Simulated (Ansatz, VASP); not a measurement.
**Hf: VASP beside Ansatz**

```
Hf
1.0
     3.19670    0.00000    0.00000
    -1.59835    2.76842    0.00000
     0.00000    0.00000    5.05780
Hf
2
Direct
  0.66667 0.33333 0.75000
  0.33333 0.66667 0.25000
```

Alike in both runs: functional PBE; k mesh 7 × 7 × 4; occupations fermi-dirac, width 0.05 eV; non-collinear spin, spin-orbit coupling.

|  | VASP | Ansatz |
| --- | --- | --- |
| version | VASP 6.6.1 | Ansatz 0.2.0 |
| potentials or method | VASP PAW PBE potentials, release 64 (Hf_pv) | Ansatz PAW |
| plane-wave cutoff (eV) | 520 | 420 |
| valence electrons in the cell | 20 | 52 |
| task | single point | band structure |

```tsv
	VASP	Ansatz	Ansatz less VASP
pressure (GPa)	0.2	0.7	+0.43
traceless stress, the component that is largest in VASP (GPa)	0.76	0.86	+0.103
net moment per atom (μB)	0.00	0.00	0.000
```

With one functional, cell and mesh, what is left measures potentials, basis and numerics. VASP's potentials hold 20 valence electrons a cell and Ansatz's 52, so a difference there can come from the potentials and not from the codes.
